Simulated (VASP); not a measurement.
# Li in VASP: single point with PBE

Aim: the single point of Li with PBE.

Program: VASP 6.6.1. These are calculated values, not measurements. Logs are shortened: lines on timing, memory, paths and dates and some standing lists are left out, and cuts for length are marked.

## 1. The cell of the first run

The cell holds a sublattice, 2 atoms: a = 4.560 Å, b = 4.560 Å, c = 11.008 Å, α = 90.00°, β = 90.00°, γ = 90.00°.

## 2. Single point, PBE

The input, INCAR:

```
ALGO     = Normal         # electronic algorithm
EDIFF    = 1E-6           # SCF threshold, eV
ENCUT    = 650            # plane-wave cutoff, eV
GGA      = PE             # functional
GGA_COMPAT= False        
ISIF     = 2              # what is computed and relaxed
ISMEAR   = 0              # smearing method
LASPH    = True           # aspherical terms in the spheres
LCHARG   = False          # write CHGCAR
LREAL    = False          # projectors in reciprocal space
LWAVE    = False          # write WAVECAR
NBANDS   = 10             # bands
NELM     = 120            # most SCF steps
PREC     = Accurate       # precision mode
SIGMA    = 0.1            # smearing width, eV
```

The input, KPOINTS:

```
k-points
0
Gamma
  8 8 4
```

The input, POSCAR:

```
Li
1.0
    4.5602229900      0.0000000000      0.0000000000
    0.0000000000      4.5602229900      0.0000000000
    0.0000000000      0.0000000000     11.0076646000
Li
2
Direct
    0.0000000000      0.0000000000      0.0000000000
    0.5000000000      0.5000000000      0.0000000000
```

Potentials or basis: VASP PAW PBE potentials, release 64 (Li_sv).

Launch:

```bash
$ cat potpaw_PBE.64/Li_sv/POTCAR > POTCAR
$ mpirun -np 1 vasp_std > vasp.out
```

OUTCAR:

```text
EDIFF = 1E-6
   ENCUT = 650
   GGA = PE
   ISIF = 2
   ISMEAR = 0
   LASPH = True
   LREAL = False
   NELM = 120
   PREC = Accurate

 ion  position               nearest neighbor table
   1  0.000  0.000  0.000-
   2  0.500  0.500  0.000-

  LATTYP: Found a simple tetragonal cell.
 ALAT       =     4.5602229900
 C/A-ratio  =     2.4138434950

  Lattice vectors:

 A1 = (   4.5602229900,   0.0000000000,   0.0000000000)
 A2 = (   0.0000000000,   4.5602229900,   0.0000000000)
 A3 = (   0.0000000000,   0.0000000000,  11.0076646000)

Analysis of symmetry for initial positions (statically):
=====================================================================
 Subroutine PRICEL returns following result:

  LATTYP: Found a simple tetragonal cell.
 ALAT       =     3.2245646000
 C/A-ratio  =     3.4136902080

  Lattice vectors:

 A1 = (   2.2801114950,  -2.2801114950,   0.0000000000)
 A2 = (   2.2801114950,   2.2801114950,   0.0000000000)
 A3 = (   0.0000000000,   0.0000000000,  11.0076646000)

   2 primitive cells build up your supercell.

 Routine SETGRP: Setting up the symmetry group for a
 simple tetragonal supercell.

 Subroutine GETGRP returns: Found 16 space group operations
 (whereof 16 operations were pure point group operations)
 out of a pool of 16 trial point group operations.

The static configuration has the point symmetry D_4h.

Analysis of symmetry for dynamics (positions and initial velocities):
=====================================================================
 Subroutine PRICEL returns following result:

  LATTYP: Found a simple tetragonal cell.
 ALAT       =     3.2245646000
 C/A-ratio  =     3.4136902080

  Lattice vectors:

 A1 = (   2.2801114950,  -2.2801114950,   0.0000000000)
 A2 = (   2.2801114950,   2.2801114950,   0.0000000000)
 A3 = (   0.0000000000,   0.0000000000,  11.0076646000)

   2 primitive cells build up your supercell.

 Routine SETGRP: Setting up the symmetry group for a
 simple tetragonal supercell.

 Subroutine GETGRP returns: Found 16 space group operations
 (whereof 16 operations were pure point group operations)
 out of a pool of 16 trial point group operations.

The dynamic configuration has the point symmetry D_4h.

 Subroutine INISYM returns: Found 16 space group operations
 (whereof 16 operations are pure point group operations),
 and found     2 'primitive' translations

----------------------------------------------------------------------------------------

                                     Primitive cell

  volume of cell :     114.4557

  direct lattice vectors                    reciprocal lattice vectors
     2.280111495 -2.280111495  0.000000000     0.219287522 -0.219287522  0.000000000
     2.280111495  2.280111495  0.000000000     0.219287522  0.219287522  0.000000000
     0.000000000  0.000000000 11.007664600     0.000000000  0.000000000  0.090845791

  length of vectors
     3.224564600  3.224564600 11.007664600     0.310119388  0.310119388  0.090845791

  position of ions in fractional coordinates (direct lattice)
     0.000000000  0.000000000  0.000000000

  ion indices of the primitive-cell ions
   primitive index   ion index
                 1           1

----------------------------------------------------------------------------------------

 KPOINTS: k-points

Automatic generation of k-mesh.
 Grid dimensions read from file:
 generate k-points for:    8    8    4

 Generating k-lattice:

  Cartesian coordinates                     Fractional coordinates (reciprocal lattice)
     0.027410940  0.000000000  0.000000000     0.125000000  0.000000000  0.000000000
     0.000000000  0.027410940  0.000000000     0.000000000  0.125000000  0.000000000
     0.000000000  0.000000000  0.022711448     0.000000000  0.000000000  0.250000000

  Length of vectors
     0.027410940  0.027410940  0.022711448

  Shift w.r.t. Gamma in fractional coordinates (k-lattice)
     0.000000000  0.000000000  0.000000000

 Subroutine IBZKPT returns following result:
 ===========================================

 Found     45 irreducible k-points:

 Following reciprocal coordinates:
            Coordinates               Weight
  0.000000  0.000000  0.000000      1.000000
  0.125000  0.000000  0.000000      4.000000
  0.250000  0.000000  0.000000      4.000000
  0.375000  0.000000  0.000000      4.000000
  0.500000  0.000000  0.000000      2.000000
  0.125000  0.125000  0.000000      4.000000
[... 16 lines left out ...]
  0.375000  0.125000  0.250000     16.000000
  0.500000  0.125000  0.250000      8.000000
 [... further k-points ...]
   k-points           NKPTS =     45   k-points in BZ     NKDIM =     45   number of bands    NBANDS=     10
   number of dos      NEDOS =    301   number of ions     NIONS =      2
   total plane-waves  NPLWV = 153600
   dimension x,y,z NGX =    40 NGY =   40 NGZ =   96
   dimension x,y,z NGXF=    80 NGYF=   80 NGZF=  192
   ions per type =               2
   NGX,Y,Z   is equivalent  to a cutoff of  14.58, 14.58, 14.50 a.u.
   NGXF,Y,Z  is equivalent  to a cutoff of  29.16, 29.16, 29.00 a.u.
 SYSTEM =  unknown system
   PREC   = accura    normal or accurate (medium, high low for compatibility)
   ISTART =      0    job   : 0-new  1-cont  2-samecut
   ICHARG =      2    charge: 1-file 2-atom 10-const
   ISPIN  =      1    spin polarized calculation?
   LNONCOLLINEAR =      F non collinear calculations
   LSORBIT =      F    spin-orbit coupling
   LASPH  =      T    aspherical Exc in radial PAW
   ENCUT  =  650.0 eV  47.77 Ry    6.91 a.u.   9.48  9.48 22.88*2*pi/ulx,y,z
   NELM   =    120;   NELMIN=  2; NELMDL= -5     # of ELM steps
   EDIFF  = 0.1E-05   stopping-criterion for ELM
   LREAL  =      F    real-space projection
   EDIFFG = 0.1E-04   stopping-criterion for IOM
   NSW    =      0    number of steps for IOM
   IBRION =     -1    ionic relax: 0-MD 1-quasi-New 2-CG
   NFREE  =      0    steps in history (QN), initial steepest desc. (CG)
   ISIF   =      2    stress and relaxation
   ISYM   =      2    0-nonsym 1-usesym 2-fastsym
   POTIM  = 0.5000    time-step for ionic-motion
   TEBEG  =    0.0;   TEEND  =   0.0 temperature during run
   PSTRESS=    0.0 pullay stress
   NELECT =       6.0000    total number of electrons
   NUPDOWN=      -1.0000    fix difference up-down
   EMIN   =  10.00;   EMAX   =-10.00  energy-range for DOS
   EFERMI =   0.00;   METHOD = LEGACY
   ISMEAR =     0;   SIGMA  =   0.10  broadening in eV -4-tet -1-fermi 0-gaus
   EFERMI_NEDOS =   21; number of points for ismear=-14 and -15
   IALGO  =     38    algorithm
   IMIX   =      4    mixing-type and parameters
     AMIX     =   0.40;   BMIX     =  1.00
     AMIX_MAG =   1.60;   BMIX_MAG =  1.00
  volume/ion in A,a.u.               =     114.46       772.39
  Fermi-wavevector in a.u.,A,eV,Ry     =   0.486298  0.918971  3.217589  0.236486
  Thomas-Fermi vector in A             =   1.486981
   LORBIT       =      0    0 simple, 1 ext, 2 COOP (PROOUT), +10 PAW based schemes
   GGA     = PE    functional components
   LHFCALC =     F    Hartree Fock is set to
   AEXX    =    0.0000 exact exchange contribution
   IVDW    =     0    specifies the selected vdW correction
   LEPSILON=     F    determine dielectric tensor
   LRPA    =     F    only Hartree local field effects (RPA)
 non-spin polarized calculation
 Gauss-broadening in eV      SIGMA  =   0.10
  energy-cutoff  :      650.00
  volume of cell :      228.91
 maximum number of plane-waves:      8657
 NGX is ok and might be reduce to    40
   NGX = 19   NGY = 19   NGZ = 45

 number of electron       6.0000008 magnetization

 Free energy of the ion-electron system (eV)
  ---------------------------------------------------
  ext. energy  EPLUGINS =         0.00000000
  ---------------------------------------------------
  free energy    TOTEN  =        -2.57692448 eV

  energy without entropy =       -2.56987259  energy(sigma->0) =       -2.57339853

 E-fermi :  -2.4139     XC(G=0):  -2.7791

 val. band max:       -2.5846316283   @ k =   0.3750   0.3750   0.5000
 cond. band min:      -2.3930129569   @ k =   0.5000   0.2500   0.0000
 fundamental gap:      0.1916186714
 Fermi energy:        -2.4139296270

 k-point     1 :       0.0000    0.0000    0.0000
  band No.  band energies     occupation
      1     -50.1159      2.00000
      2     -50.1099      2.00000
      3      -4.1355      2.00000
      4      -1.6626      0.00000
      5       0.3395      0.00000
      6       0.7288      0.00000
      7       0.7288      0.00000
      8       2.6164      0.00000
      9       2.9073      0.00000
     10       3.2701      0.00000

 k-point     2 :       0.1250    0.0000    0.0000
  band No.  band energies     occupation
      1     -50.1156      2.00000
      2     -50.1101      2.00000
      3      -4.0451      2.00000
      4      -1.5518      0.00000
      5       0.0981      0.00000
      6       0.4477      0.00000
      7       0.8387      0.00000
      8       2.7261      0.00000
      9       3.3611      0.00000
     10       3.4492      0.00000

 k-point     3 :       0.2500    0.0000    0.0000
  band No.  band energies     occupation
      1     -50.1150      2.00000
      2     -50.1107      2.00000
      3      -3.7742      2.00000
      4      -1.2198      0.00000
      5      -0.9326      0.00000
      6       0.7721      0.00000
      7       1.1681      0.00000
      8       2.2309      0.00000
      9       3.0540      0.00000
     10       3.6264      0.00000

 k-point     4 :       0.3750    0.0000    0.0000
  band No.  band energies     occupation
      1     -50.1140      2.00000
      2     -50.1117      2.00000
      3      -3.3229      2.00000
      4      -1.8897      0.00000
      5      -0.6681      0.00000
      6       1.0749      0.00000
      7       1.3112      0.00000
      8       1.7156      0.00000
      9       2.9925      0.00000
     10       3.4500      0.00000

 k-point     5 :       0.5000    0.0000    0.0000
  band No.  band energies     occupation
      1     -50.1128      2.00000
      2     -50.1128      2.00000
      3      -2.6929      1.99992
      4      -2.6929      1.99992
      5       0.0997      0.00000
      6       0.0997      0.00000
      7       2.0599      0.00000
      8       2.0599      0.00000
      9       2.4784      0.00000
     10       2.4784      0.00000

 k-point     6 :       0.1250    0.1250    0.0000
  band No.  band energies     occupation
      1     -50.1154      2.00000
      2     -50.1103      2.00000
      3      -3.9553      2.00000
      4      -1.4411      0.00000
      5      -0.0577      0.00000
      6       0.5245      0.00000
      7       0.5552      0.00000
      8       2.8353      0.00000
      9       3.2407      0.00000
     10       3.4333      0.00000
[... 183 lines left out ...]
 k-point    21 :       0.1250    0.1250    0.2500
  band No.  band energies     occupation
      1     -50.1154      2.00000
      2     -50.1103      2.00000
      3      -3.9545      2.00000
      4      -1.4636      0.00000
      5      -0.0576      0.00000
      6       0.5247      0.00000
      7       0.7539      0.00000
      8       2.0968      0.00000
      9       3.2320      0.00000
     10       4.1122      0.00000

 k-point    22 :       0.2500    0.1250    0.2500
  band No.  band energies     occupation
      1     -50.1148      2.00000
      2     -50.1109      2.00000
      3      -3.6854      2.00000
      4      -1.1320      0.00000
      5      -0.9054      0.00000
      6       0.6846      0.00000
      7       1.0744      0.00000
      8       2.2739      0.00000
      9       2.3976      0.00000
     10       3.8242      0.00000

 k-point    23 :       0.3750    0.1250    0.2500
  band No.  band energies     occupation
      1     -50.1139      2.00000
      2     -50.1118      2.00000
      3      -3.2377      2.00000
      4      -1.8258      0.00000
      5      -0.5811      0.00000
      6       1.1508      0.00000
      7       1.1622      0.00000
      8       1.5929      0.00000
      9       2.6500      0.00000
     10       3.1210      0.00000

 k-point    24 :       0.5000    0.1250    0.2500
  band No.  band energies     occupation
      1     -50.1128      2.00000
      2     -50.1128      2.00000
      3      -2.6147      1.99548
      4      -2.6147      1.99548
      5       0.1844      0.00000
      6       0.1844      0.00000
      7       1.7894      0.00000
      8       1.7894      0.00000
      9       2.4625      0.00000
     10       2.4625      0.00000

 [... further k-points ...]

------------------------ aborting loop because EDIFF is reached ----------------------------------------

  FORCE on cell =-STRESS in cart. coord.  units (eV):
  Direction    XX          YY          ZZ          XY          YZ          ZX
  --------------------------------------------------------------------------------------
  -------------------------------------------------------------------------------------
  Total       -1.0326151     -1.0326151     -0.0475702      0.0000000      0.0000000     -0.0000000
  in kB       -7.2273934     -7.2273934     -0.3329495      0.0000000      0.0000000     -0.0000000
  external PRESSURE =      -4.9292454 kB  Pullay stress =       0.0000000 kB

 VOLUME and BASIS-vectors are now :
 -----------------------------------------------------------------------------
  energy-cutoff  :      650.00
  volume of cell :      228.91
      direct lattice vectors                 reciprocal lattice vectors
     4.560222990  0.000000000  0.000000000     0.219287522  0.000000000  0.000000000
     0.000000000  4.560222990  0.000000000     0.000000000  0.219287522  0.000000000
     0.000000000  0.000000000 11.007664600     0.000000000  0.000000000  0.090845791

 POSITION                                       TOTAL-FORCE (eV/Angst)
 -----------------------------------------------------------------------------------
      0.00000      0.00000      0.00000        -0.000000     -0.000000     -0.000000
      2.28011      2.28011      0.00000         0.000000      0.000000      0.000000
 -----------------------------------------------------------------------------------
    total drift:                               -0.000000      0.000000     -0.000000

  FREE ENERGIE OF THE ION-ELECTRON SYSTEM (eV)
  ---------------------------------------------------
  free  energy   TOTEN  =        -2.5769244805 eV

  energy  without entropy=       -2.5698725866  energy(sigma->0) =       -2.57339853
```

It took 2.2 min on 1 thread of Intel Xeon Platinum 8259CL at 2.50GHz (Skylake/Cascade Lake), shared host; peak memory 0.42 GiB.

Results:

| Property | Result |
| --- | --- |
| Free energy | -2.5769 eV |
| Pressure | -0.5 GPa |
| Band gap on the k mesh | zero (bands 3 and 4 overlap by 0.80 eV) |

Levels at points of the mesh, in eV from the Fermi level:
| k point | band 1 | band 2 | band 3 | band 4 | band 5 | band 6 | band 7 | band 8 |
| --- | --- | --- | --- | --- | --- | --- | --- | --- |
| (0.00, 0.00, 0.00) | -47.70 | -47.70 | -1.72 | 0.75 | 2.75 | 3.14 | 3.14 | 5.03 |
| (0.50, 0.00, 0.00) | -47.70 | -47.70 | -0.28 | -0.28 | 2.51 | 2.51 | 4.47 | 4.47 |
| (0.50, 0.50, 0.00) | -47.70 | -47.70 | 0.53 | 0.53 | 2.12 | 2.12 | 3.79 | 3.79 |
| (0.00, 0.00, 0.50) | -47.70 | -47.70 | -1.72 | 0.71 | 3.14 | 3.14 | 3.40 | 3.62 |
| (0.50, 0.00, 0.50) | -47.70 | -47.70 | -0.28 | -0.28 | 2.47 | 2.47 | 4.89 | 4.89 |
| (0.50, 0.50, 0.50) | -47.70 | -47.70 | 0.53 | 0.53 | 2.12 | 2.12 | 3.77 | 3.77 |

The gap in the log of VASP goes by the Fermi energy; the results here count the filled bands.